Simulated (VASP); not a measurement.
# TiC (R-3m) in VASP: single point with PBE

Aim: the single point of TiC with PBE.

Program: VASP 6.6.1. These are calculated values, not measurements. Logs are shortened: lines on timing, memory, paths and dates and some standing lists are left out, and cuts for length are marked.

### 1 The cell of the first run

It takes space group R-3m (No. 166, trigonal). Conventional cell: a = 3.030 Å, b = 3.030 Å, c = 7.646 Å, α = 90.00°, β = 90.00°, γ = 120.00°. Ti (site symmetry -3m) has 6 C at 2.16 Å within 2.9 Å. Within 2.9 Å of C (site symmetry -3m) lie 6 Ti at 2.16 Å.

### 2 Single point, PBE (equal xy, yz and zx shear strains of +2 %)

Input file INCAR:

```
SYSTEM = TiC
ALGO = Normal ; EDIFF = 1E-6
ENCUT = 520 ; GGA = PE
ISIF = 2 ; ISMEAR = -1
LASPH = .True. ; LCHARG = .False.
LREAL = .False. ; LWAVE = .False.
NBANDS = 15 ; NELM = 60
PREC = Accurate ; SIGMA = 0.03
```

Input file KPOINTS:

```
k-points
0
Gamma
  16 16 16
  0 0 0
```

Input file POSCAR:

```
TiC
1.0
    0.0432800000      2.1856400000      2.1856400000
    2.1856400000      0.0432800000      2.1856400000
    2.1856400000      2.1856400000      0.0432800000
Ti C
1 1
Direct
    0.0000000000      0.0000000000      0.0000000000
    0.5000000000      0.5000000000      0.5000000000
```

Potentials or basis: VASP PAW PBE potentials, release 64 (Ti_sv, C).

Command:

```sh
$ cat potpaw_PBE.64/Ti_sv/POTCAR potpaw_PBE.64/C/POTCAR > POTCAR
$ mpirun -np 1 vasp_std > vasp.out
```

OUTCAR:

```text
SYSTEM = TiC
   EDIFF = 1E-6
   ENCUT = 520
   GGA = PE
   ISIF = 2
   ISMEAR = -1
   LASPH = .True.
   LREAL = .False.
   NELM = 60
   PREC = Accurate

 ion  position               nearest neighbor table
   1  0.000  0.000  0.000-   2 2.16   2 2.16   2 2.16   2 2.16   2 2.16   2 2.16
   2  0.500  0.500  0.500-   1 2.16   1 2.16   1 2.16   1 2.16   1 2.16   1 2.16

  LATTYP: Found a trigonal (rhomboedric) cell.
 ALAT       =     3.0912647214
 COS(alpha) =     0.5197000882

  Lattice vectors:

 A1 = (   0.0432800000,   2.1856400000,   2.1856400000)
 A2 = (   2.1856400000,   0.0432800000,   2.1856400000)
 A3 = (   2.1856400000,   2.1856400000,   0.0432800000)

Analysis of symmetry for initial positions (statically):
=====================================================================
 Subroutine PRICEL returns:
 Original cell was already a primitive cell.

 Routine SETGRP: Setting up the symmetry group for a
 trigonal (rhombohedral) supercell.

 Subroutine GETGRP returns: Found 12 space group operations
 (whereof 12 operations were pure point group operations)
 out of a pool of 12 trial point group operations.

The static configuration has the point symmetry D_3d.

Analysis of symmetry for dynamics (positions and initial velocities):
=====================================================================
 Subroutine PRICEL returns:
 Original cell was already a primitive cell.

 Routine SETGRP: Setting up the symmetry group for a
 trigonal (rhombohedral) supercell.

 Subroutine GETGRP returns: Found 12 space group operations
 (whereof 12 operations were pure point group operations)
 out of a pool of 12 trial point group operations.

The dynamic configuration has the point symmetry D_3d.

 Subroutine INISYM returns: Found 12 space group operations
 (whereof 12 operations are pure point group operations),
 and found     1 'primitive' translations

----------------------------------------------------------------------------------------

                                     Primitive cell

  volume of cell :      20.2615

  direct lattice vectors                    reciprocal lattice vectors
     0.043280000  2.185640000  2.185640000    -0.235675592  0.231099367  0.231099367
     2.185640000  0.043280000  2.185640000     0.231099367 -0.235675592  0.231099367
     2.185640000  2.185640000  0.043280000     0.231099367  0.231099367 -0.235675592

  length of vectors
     3.091264721  3.091264721  3.091264721     0.402935254  0.402935254  0.402935254

  position of ions in fractional coordinates (direct lattice)
     0.000000000  0.000000000  0.000000000
     0.500000000  0.500000000  0.500000000

  ion indices of the primitive-cell ions
   primitive index   ion index
                 1           1
                 2           2

----------------------------------------------------------------------------------------

 KPOINTS: k-points

Automatic generation of k-mesh.
 Grid dimensions read from file:
 generate k-points for:   16   16   16

 Generating k-lattice:

  Cartesian coordinates                     Fractional coordinates (reciprocal lattice)
    -0.014729724  0.014443710  0.014443710     0.062500000 -0.000000000 -0.000000000
     0.014443710 -0.014729724  0.014443710    -0.000000000  0.062500000 -0.000000000
     0.014443710  0.014443710 -0.014729724    -0.000000000 -0.000000000  0.062500000

  Length of vectors
     0.025183453  0.025183453  0.025183453

  Shift w.r.t. Gamma in fractional coordinates (k-lattice)
     0.000000000  0.000000000  0.000000000

 Subroutine IBZKPT returns following result:
 ===========================================

 Found    417 irreducible k-points:

 Following reciprocal coordinates:
            Coordinates               Weight
  0.000000  0.000000  0.000000      1.000000
  0.062500  0.000000  0.000000      6.000000
  0.125000  0.000000  0.000000      6.000000
  0.187500  0.000000  0.000000      6.000000
  0.250000  0.000000  0.000000      6.000000
  0.312500  0.000000  0.000000      6.000000
[... 16 lines left out ...]
 -0.125000  0.062500 -0.000000     12.000000
 -0.062500  0.062500  0.000000      6.000000
 [... further k-points ...]
   k-points           NKPTS =    417   k-points in BZ     NKDIM =    417   number of bands    NBANDS=     15
   number of dos      NEDOS =    301   number of ions     NIONS =      2
   total plane-waves  NPLWV =  13824
   dimension x,y,z NGX =    24 NGY =   24 NGZ =   24
   dimension x,y,z NGXF=    48 NGYF=   48 NGZF=   48
   ions per type =               1   1
   NGX,Y,Z   is equivalent  to a cutoff of  12.91, 12.91, 12.91 a.u.
   NGXF,Y,Z  is equivalent  to a cutoff of  25.81, 25.81, 25.81 a.u.
 SYSTEM =  TiC
   PREC   = accura    normal or accurate (medium, high low for compatibility)
   ISTART =      0    job   : 0-new  1-cont  2-samecut
   ICHARG =      2    charge: 1-file 2-atom 10-const
   ISPIN  =      1    spin polarized calculation?
   LNONCOLLINEAR =      F non collinear calculations
   LSORBIT =      F    spin-orbit coupling
   LASPH  =      T    aspherical Exc in radial PAW
   ENCUT  =  520.0 eV  38.22 Ry    6.18 a.u.   5.75  5.75  5.75*2*pi/ulx,y,z
   NELM   =     60;   NELMIN=  2; NELMDL= -5     # of ELM steps
   EDIFF  = 0.1E-05   stopping-criterion for ELM
   LREAL  =      F    real-space projection
   EDIFFG = 0.1E-04   stopping-criterion for IOM
   NSW    =      0    number of steps for IOM
   IBRION =     -1    ionic relax: 0-MD 1-quasi-New 2-CG
   NFREE  =      0    steps in history (QN), initial steepest desc. (CG)
   ISIF   =      2    stress and relaxation
   ISYM   =      2    0-nonsym 1-usesym 2-fastsym
   POTIM  = 0.5000    time-step for ionic-motion
   TEBEG  =    0.0;   TEEND  =   0.0 temperature during run
   PSTRESS=    0.0 pullay stress
   NELECT =      16.0000    total number of electrons
   NUPDOWN=      -1.0000    fix difference up-down
   EMIN   =  10.00;   EMAX   =-10.00  energy-range for DOS
   EFERMI =   0.00;   METHOD = LEGACY
   ISMEAR =    -1;   SIGMA  =   0.03  broadening in eV -4-tet -1-fermi 0-gaus
   EFERMI_NEDOS =   21; number of points for ismear=-14 and -15
   IALGO  =     38    algorithm
   IMIX   =      4    mixing-type and parameters
     AMIX     =   0.40;   BMIX     =  1.00
     AMIX_MAG =   1.60;   BMIX_MAG =  1.00
  volume/ion in A,a.u.               =      10.13        68.37
  Fermi-wavevector in a.u.,A,eV,Ry     =   1.513180  2.859496 31.153464  2.289715
  Thomas-Fermi vector in A             =   2.623006
   LORBIT       =      0    0 simple, 1 ext, 2 COOP (PROOUT), +10 PAW based schemes
   GGA     = PE    functional components
   LHFCALC =     F    Hartree Fock is set to
   AEXX    =    0.0000 exact exchange contribution
   IVDW    =     0    specifies the selected vdW correction
   LEPSILON=     F    determine dielectric tensor
   LRPA    =     F    only Hartree local field effects (RPA)
 non-spin polarized calculation
  energy-cutoff  :      520.00
  volume of cell :       20.26
 maximum number of plane-waves:       565
   NGX = 11   NGY = 11   NGZ = 11

 number of electron      16.0000002 magnetization

 Free energy of the ion-electron system (eV)
  ---------------------------------------------------
  ext. energy  EPLUGINS =         0.00000000
  ---------------------------------------------------
  free energy    TOTEN  =       -18.69631445 eV

  energy without entropy =      -18.69540838  energy(sigma->0) =      -18.69586142

 E-fermi :   9.4538     XC(G=0): -12.7121

 val. band max:        9.4331857822   @ k =   0.5000   0.5000   0.0625
 cond. band min:       9.4731705971   @ k =  -0.1875  -0.1875   0.0625
 fundamental gap:      0.0399848149
 Fermi energy:         9.4538088041

 k-point     1 :       0.0000    0.0000    0.0000
  band No.  band energies     occupation
      1     -47.1361      2.00000
      2     -23.1737      2.00000
      3     -23.1504      2.00000
      4     -23.1504      2.00000
      5      -2.9667      2.00000
      6       9.9501      0.00000
      7      10.2261      0.00000
      8      10.2261      0.00000
      9      10.9524      0.00000
     10      11.1737      0.00000
     11      11.1737      0.00000
     12      11.2136      0.00000
     13      11.2136      0.00000
     14      19.9701      0.00000
     15      23.4991      0.00000

 k-point     2 :       0.0625    0.0000    0.0000
  band No.  band energies     occupation
      1     -47.1332      2.00000
      2     -23.1794      2.00000
      3     -23.1665      2.00000
      4     -23.1526      2.00000
      5      -2.8768      2.00000
      6       9.7334      0.00018
      7       9.7942      0.00002
      8      10.0468      0.00000
      9      10.3909      0.00000
     10      10.4878      0.00000
     11      11.4031      0.00000
     12      12.1127      0.00000
     13      12.2082      0.00000
     14      20.1323      0.00000
     15      23.5402      0.00000

 k-point     3 :       0.1250    0.0000    0.0000
  band No.  band energies     occupation
      1     -47.1249      2.00000
      2     -23.2308      2.00000
      3     -23.1772      2.00000
      4     -23.1590      2.00000
      5      -2.6130      2.00000
      6       8.8830      2.00000
      7       9.0171      2.00000
      8       9.2554      1.99732
      9      10.4415      0.00000
     10      10.5962      0.00000
     11      11.7147      0.00000
     12      13.1929      0.00000
     13      13.2673      0.00000
     14      20.5235      0.00000
     15      23.5741      0.00000
[... 343 lines left out ...]
 k-point    23 :      -0.1250    0.0625   -0.0000
  band No.  band energies     occupation
      1     -47.1186      2.00000
      2     -23.2652      2.00000
      3     -23.1868      2.00000
      4     -23.1661      2.00000
      5      -2.4137      2.00000
      6       8.3759      2.00000
      7       8.5478      2.00000
      8       8.9346      2.00000
      9      10.3571      0.00000
     10      10.9872      0.00000
     11      12.0001      0.00000
     12      13.1072      0.00000
     13      14.1992      0.00000
     14      20.7815      0.00000
     15      23.5664      0.00000

 k-point    24 :      -0.0625    0.0625    0.0000
  band No.  band energies     occupation
      1     -47.1284      2.00000
      2     -23.2006      2.00000
      3     -23.1787      2.00000
      4     -23.1589      2.00000
      5      -2.7285      2.00000
      6       9.2761      1.99467
      7       9.3167      1.97953
      8       9.5192      0.20310
      9      10.1606      0.00000
     10      10.8004      0.00000
     11      11.7080      0.00000
     12      12.3386      0.00000
     13      13.1403      0.00000
     14      20.3812      0.00000
     15      23.5849      0.00000

 [... further k-points ...]

------------------------ aborting loop because EDIFF is reached ----------------------------------------

  FORCE on cell =-STRESS in cart. coord.  units (eV):
  Direction    XX          YY          ZZ          XY          YZ          ZX
  --------------------------------------------------------------------------------------
  -------------------------------------------------------------------------------------
  Total        0.1439509      0.1439509      0.1439509     -0.4270843     -0.4270843     -0.4270843
  in kB       11.3828920     11.3828920     11.3828920    -33.7716171    -33.7716171    -33.7716171
  external PRESSURE =      11.3828920 kB  Pullay stress =       0.0000000 kB

 VOLUME and BASIS-vectors are now :
 -----------------------------------------------------------------------------
  energy-cutoff  :      520.00
  volume of cell :       20.26
      direct lattice vectors                 reciprocal lattice vectors
     0.043280000  2.185640000  2.185640000    -0.235675592  0.231099367  0.231099367
     2.185640000  0.043280000  2.185640000     0.231099367 -0.235675592  0.231099367
     2.185640000  2.185640000  0.043280000     0.231099367  0.231099367 -0.235675592

 POSITION                                       TOTAL-FORCE (eV/Angst)
 -----------------------------------------------------------------------------------
      0.00000      0.00000      0.00000        -0.000000      0.000000      0.000000
      2.20728      2.20728      2.20728         0.000000     -0.000000     -0.000000
 -----------------------------------------------------------------------------------
    total drift:                                0.000000     -0.000000     -0.000000

  FREE ENERGIE OF THE ION-ELECTRON SYSTEM (eV)
  ---------------------------------------------------
  free  energy   TOTEN  =       -18.6963144543 eV

  energy  without entropy=      -18.6954083757  energy(sigma->0) =      -18.69586142
```

It took 43 s on 1 thread of Intel Xeon 6975P-C (Granite Rapids), shared host; peak memory 0.24 GiB.

Results:

```
Free energy            : -18.6963 eV
Pressure               : 1.1 GPa
Band gap on the k mesh : zero (band 8 reaches 10.23 eV, above the bottom of band 9 at 9.15 eV)
```

Caveat: the cell differs from its parent crystal (equal xy, yz and zx shear strains of +2 %).
